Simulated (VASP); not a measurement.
# W (Im-3m) in VASP: density of states with PBE

Aim: the density of states of W with PBE.

Program: VASP 6.6.1. These are calculated values, not measurements. Logs are shortened: lines on timing, memory, paths and dates and some standing lists are left out, and cuts for length are marked.

**1. The cell of the first run**

It takes space group Im-3m (No. 229, cubic). The conventional cell has a = 3.169 Å, b = 3.169 Å, c = 3.169 Å, α = 90.00°, β = 90.00°, γ = 90.00°. Within 3.6 Å of W (site symmetry m-3m) lie 14 W at 2.74 to 3.17 Å.

**2. Density of states, PBE**

POSCAR

```
W
1.0
   -1.5845410000      1.5845410000      1.5845410000
    1.5845410000     -1.5845410000      1.5845410000
    1.5845410000      1.5845410000     -1.5845410000
W
1
Direct
    0.0000000000      0.0000000000      0.0000000000
```

INCAR.step1

```
PREC = Accurate
ENCUT = 520
EDIFF = 1E-6
ISMEAR = 0
SIGMA = 0.0246
LREAL = False
LASPH = True
NELM = 100
ALGO = Normal
ISIF = 2
LWAVE = False
LCHARG = True
LMAXMIX = 4
GGA = PE
NBANDS = 13
```

KPOINTS.step1

```
regular mesh
0
Gamma
  11 11 11
```

INCAR.step2

```
PREC = Accurate
ENCUT = 520
EDIFF = 1E-6
ISMEAR = -5
SIGMA = 0.0246
LREAL = False
LASPH = True
NELM = 100
ALGO = Normal
ISIF = 2
LWAVE = False
LCHARG = False
LMAXMIX = 4
GGA = PE
LORBIT = 11
NEDOS = 2001
ICHARG = 11
```

KPOINTS.step2

```
regular mesh
0
Gamma
  17 17 17
```

Potentials or basis: VASP PAW PBE potentials, release 64 (W_sv).

Run with:

```
$ cat potpaw_PBE.64/W_sv/POTCAR > POTCAR
$ cp INCAR.step1 INCAR
$ cp KPOINTS.step1 KPOINTS
$ mpirun -np 1 vasp_std > vasp.out
$ cp INCAR.step2 INCAR
$ cp KPOINTS.step2 KPOINTS
$ mpirun -np 1 vasp_std > vasp.out
```

OUTCAR:

```text
PREC = Accurate
   ENCUT = 520
   EDIFF = 1E-6
   ISMEAR = -5
   LREAL = False
   LASPH = True
   NELM = 100
   ISIF = 2
   GGA = PE
   LORBIT = 11
   ICHARG = 11

 ion  position               nearest neighbor table
   1  0.000  0.000  0.000-

  LATTYP: Found a body centered cubic cell.
 ALAT       =     3.1690820000

  Lattice vectors:

 A1 = (  -1.5845410000,   1.5845410000,   1.5845410000)
 A2 = (   1.5845410000,  -1.5845410000,   1.5845410000)
 A3 = (   1.5845410000,   1.5845410000,  -1.5845410000)

Analysis of symmetry for initial positions (statically):
=====================================================================
 Subroutine PRICEL returns:
 Original cell was already a primitive cell.

 Routine SETGRP: Setting up the symmetry group for a
 body centered cubic supercell.

 Subroutine GETGRP returns: Found 48 space group operations
 (whereof 48 operations were pure point group operations)
 out of a pool of 48 trial point group operations.

The static configuration has the point symmetry O_h .

Analysis of symmetry for dynamics (positions and initial velocities):
=====================================================================
 Subroutine PRICEL returns:
 Original cell was already a primitive cell.

 Routine SETGRP: Setting up the symmetry group for a
 body centered cubic supercell.

 Subroutine GETGRP returns: Found 48 space group operations
 (whereof 48 operations were pure point group operations)
 out of a pool of 48 trial point group operations.

The dynamic configuration has the point symmetry O_h .

 Subroutine INISYM returns: Found 48 space group operations
 (whereof 48 operations are pure point group operations),
 and found     1 'primitive' translations

----------------------------------------------------------------------------------------

                                     Primitive cell

  volume of cell :      15.9137

  direct lattice vectors                    reciprocal lattice vectors
    -1.584541000  1.584541000  1.584541000     0.000000000  0.315548793  0.315548793
     1.584541000 -1.584541000  1.584541000     0.315548793  0.000000000  0.315548793
     1.584541000  1.584541000 -1.584541000     0.315548793  0.315548793  0.000000000

  length of vectors
     2.744505519  2.744505519  2.744505519     0.446253383  0.446253383  0.446253383

  position of ions in fractional coordinates (direct lattice)
     0.000000000  0.000000000  0.000000000

  ion indices of the primitive-cell ions
   primitive index   ion index
                 1           1

----------------------------------------------------------------------------------------

 KPOINTS: regular mesh

Automatic generation of k-mesh.
 Grid dimensions read from file:
 generate k-points for:   17   17   17

 Generating k-lattice:

  Cartesian coordinates                     Fractional coordinates (reciprocal lattice)
     0.000000000  0.018561694  0.018561694     0.058823529  0.000000000  0.000000000
     0.018561694  0.000000000  0.018561694     0.000000000  0.058823529  0.000000000
     0.018561694  0.018561694  0.000000000     0.000000000  0.000000000  0.058823529

  Length of vectors
     0.026250199  0.026250199  0.026250199

  Shift w.r.t. Gamma in fractional coordinates (k-lattice)
     0.000000000  0.000000000  0.000000000

 TETIRR: Found   5734 inequivalent tetrahedra from    29478

 Subroutine IBZKPT returns following result:
 ===========================================

 Found    165 irreducible k-points:

 Following reciprocal coordinates:
            Coordinates               Weight
  0.000000  0.000000  0.000000      1.000000
  0.058824  0.000000  0.000000     12.000000
  0.117647  0.000000  0.000000     12.000000
  0.176471  0.000000  0.000000     12.000000
  0.235294  0.000000  0.000000     12.000000
  0.294118  0.000000  0.000000     12.000000
[... 16 lines left out ...]
  0.411765  0.117647  0.000000     48.000000
  0.176471  0.176471  0.000000     24.000000
 [... further k-points ...]
   k-points           NKPTS =    165   k-points in BZ     NKDIM =    165   number of bands    NBANDS=     11
   number of dos      NEDOS =   2001   number of ions     NIONS =      1
   total plane-waves  NPLWV =   8000
   dimension x,y,z NGX =    20 NGY =   20 NGZ =   20
   dimension x,y,z NGXF=    40 NGYF=   40 NGZF=   40
   ions per type =               1
   NGX,Y,Z   is equivalent  to a cutoff of  12.11, 12.11, 12.11 a.u.
   NGXF,Y,Z  is equivalent  to a cutoff of  24.23, 24.23, 24.23 a.u.
 SYSTEM =  unknown system
   PREC   = accura    normal or accurate (medium, high low for compatibility)
   ISTART =      0    job   : 0-new  1-cont  2-samecut
   ICHARG =     11    charge: 1-file 2-atom 10-const
   ISPIN  =      1    spin polarized calculation?
   LNONCOLLINEAR =      F non collinear calculations
   LSORBIT =      F    spin-orbit coupling
   LASPH  =      T    aspherical Exc in radial PAW
   ENCUT  =  520.0 eV  38.22 Ry    6.18 a.u.   5.10  5.10  5.10*2*pi/ulx,y,z
   NELM   =    100;   NELMIN=  2; NELMDL=  0     # of ELM steps
   EDIFF  = 0.1E-05   stopping-criterion for ELM
   LREAL  =      F    real-space projection
   EDIFFG = 0.1E-04   stopping-criterion for IOM
   NSW    =      0    number of steps for IOM
   IBRION =     -1    ionic relax: 0-MD 1-quasi-New 2-CG
   NFREE  =      0    steps in history (QN), initial steepest desc. (CG)
   ISIF   =      2    stress and relaxation
   ISYM   =      2    0-nonsym 1-usesym 2-fastsym
   POTIM  = 0.5000    time-step for ionic-motion
   TEBEG  =    0.0;   TEEND  =   0.0 temperature during run
   PSTRESS=    0.0 pullay stress
   NELECT =      14.0000    total number of electrons
   NUPDOWN=      -1.0000    fix difference up-down
   EMIN   =  10.00;   EMAX   =-10.00  energy-range for DOS
   EFERMI =   0.00;   METHOD = LEGACY
   ISMEAR =    -5;   SIGMA  =   0.02  broadening in eV -4-tet -1-fermi 0-gaus
   EFERMI_NEDOS =   21; number of points for ismear=-14 and -15
   IALGO  =     38    algorithm
   IMIX   =      4    mixing-type and parameters
     AMIX     =   0.40;   BMIX     =  1.00
     AMIX_MAG =   1.60;   BMIX_MAG =  1.00
  volume/ion in A,a.u.               =      15.91       107.39
  Fermi-wavevector in a.u.,A,eV,Ry     =   1.568655  2.964328 33.479552  2.460678
  Thomas-Fermi vector in A             =   2.670654
   LORBIT       =     11    0 simple, 1 ext, 2 COOP (PROOUT), +10 PAW based schemes
   GGA     = PE    functional components
   LHFCALC =     F    Hartree Fock is set to
   AEXX    =    0.0000 exact exchange contribution
   IVDW    =     0    specifies the selected vdW correction
   LEPSILON=     F    determine dielectric tensor
   LRPA    =     F    only Hartree local field effects (RPA)
 non-spin polarized calculation
 Fermi weights with tetrahedron method with Bloechl corrections
  energy-cutoff  :      520.00
  volume of cell :       15.91
 maximum number of plane-waves:       444

 number of electron      14.0000003 magnetization

 Free energy of the ion-electron system (eV)
  ---------------------------------------------------
  ext. energy  EPLUGINS =         0.00000000
  ---------------------------------------------------
  free energy    TOTEN  =       -12.95009370 eV

  energy without entropy =      -12.95009370  energy(sigma->0) =      -12.95009370

 E-fermi :  11.4277     XC(G=0): -13.6178

 val. band max:       11.5179882321   @ k =  -0.2941   0.2941   0.2941
 cond. band min:      11.3525865307   @ k =  -0.2353   0.2941   0.1176
 fundamental gap:     -0.1654017014
 Fermi energy:        11.4276915500

 k-point     1 :       0.0000    0.0000    0.0000
  band No.  band energies     occupation
      1     -62.7953      2.00000
      2     -26.3634      2.00000
      3     -26.3634      2.00000
      4     -26.3634      2.00000
      5       1.7715      2.00000
      6      10.1688      2.00000
      7      10.1688      2.00000
      8      10.1688      2.00000
      9      13.6423      0.00000
     10      13.6423      0.00000
     11      25.8943      0.00000

 k-point     2 :       0.0588    0.0000    0.0000
  band No.  band energies     occupation
      1     -62.7909      2.00000
      2     -26.4099      2.00000
      3     -26.3780      2.00000
      4     -26.3637      2.00000
      5       1.9387      2.00000
      6      10.0668      2.00000
      7      10.1458      2.00000
      8      10.3299      2.00000
      9      13.4784      0.00000
     10      13.6431      0.00000
     11      26.0384      0.00000

 k-point     3 :       0.1176    0.0000    0.0000
  band No.  band energies     occupation
      1     -62.7783      2.00000
      2     -26.5415      2.00000
      3     -26.4192      2.00000
      4     -26.3643      2.00000
      5       2.4192      2.00000
      6       9.7876      2.00000
      7      10.0431      2.00000
      8      10.8071      2.09177
      9      13.1425      0.00000
     10      13.6548      0.00000
     11      26.3875      0.00000

 k-point     4 :       0.1765    0.0000    0.0000
  band No.  band energies     occupation
      1     -62.7590      2.00000
      2     -26.7367      2.00000
      3     -26.4813      2.00000
      4     -26.3653      2.00000
      5       3.1449      2.00000
      6       9.3962      2.00000
      7       9.8169      2.00000
      8      11.5823      0.36521
      9      12.9288      0.00000
     10      13.6988      0.00000
     11      26.6440      0.00000
[... 239 lines left out ...]
 k-point    22 :       0.3529    0.1176   -0.0000
  band No.  band energies     occupation
      1     -62.6684      2.00000
      2     -27.5077      2.00000
      3     -26.7949      2.00000
      4     -26.4313      2.00000
      5       5.6330      2.00000
      6       8.0721      2.00000
      7      10.3167      2.00525
      8      13.3744      0.00000
      9      14.6004      0.00000
     10      17.3038      0.00000
     11      22.8187      0.00000

 k-point    23 :       0.4118    0.1176    0.0000
  band No.  band energies     occupation
      1     -62.6602      2.00000
      2     -27.5725      2.00000
      3     -26.8287      2.00000
      4     -26.4325      2.00000
      5       5.6110      2.00000
      6       7.9686      2.00000
      7      10.9464      2.03845
      8      13.3792      0.00000
      9      14.8468      0.00000
     10      18.1699      0.00000
     11      21.8567      0.00000

 k-point    24 :       0.1765    0.1765    0.0000
  band No.  band energies     occupation
      1     -62.7061      2.00000
      2     -27.1840      2.00000
      3     -26.6374      2.00000
      4     -26.4484      2.00000
      5       5.1883      2.00000
      6       8.6634      2.00000
      7       8.9199      2.00000
      8      12.6389     -0.00039
      9      14.3183      0.00000
     10      14.5898      0.00000
     11      25.7591      0.00000

 [... further k-points ...]

------------------------ aborting loop because EDIFF is reached ----------------------------------------

  FORCE on cell =-STRESS in cart. coord.  units (eV):
  Direction    XX          YY          ZZ          XY          YZ          ZX
  --------------------------------------------------------------------------------------
  -------------------------------------------------------------------------------------
  Total        0.4201144      0.4201144      0.4201144     -0.0000000     -0.0000000      0.0000000
  in kB       42.2968156     42.2968156     42.2968156     -0.0000000     -0.0000000      0.0000000
  external PRESSURE =      42.2968156 kB  Pullay stress =       0.0000000 kB

 VOLUME and BASIS-vectors are now :
 -----------------------------------------------------------------------------
  energy-cutoff  :      520.00
  volume of cell :       15.91
      direct lattice vectors                 reciprocal lattice vectors
    -1.584541000  1.584541000  1.584541000     0.000000000  0.315548793  0.315548793
     1.584541000 -1.584541000  1.584541000     0.315548793  0.000000000  0.315548793
     1.584541000  1.584541000 -1.584541000     0.315548793  0.315548793  0.000000000

 POSITION                                       TOTAL-FORCE (eV/Angst)
 -----------------------------------------------------------------------------------
      0.00000      0.00000      0.00000        -0.000000     -0.000000     -0.000000
 -----------------------------------------------------------------------------------
    total drift:                                0.000000     -0.000000      0.000000

  FREE ENERGIE OF THE ION-ELECTRON SYSTEM (eV)
  ---------------------------------------------------
  free  energy   TOTEN  =       -12.9500937034 eV

  energy  without entropy=      -12.9500937034  energy(sigma->0) =      -12.95009370

 total charge

# of ion       s       p       d       tot
------------------------------------------
    1        2.401   6.345   3.338  12.084
```

It took 22 s on 1 thread of Intel Xeon 6975P-C, shared host; peak memory 0.15 GiB.

Results:

```
Valence electrons inside the program's atomic spheres : W 12.08
```

Caveat: spin-orbit coupling is left out, which moves the levels of the heavy elements; tetrahedron occupations give inexact forces and stress in metals.
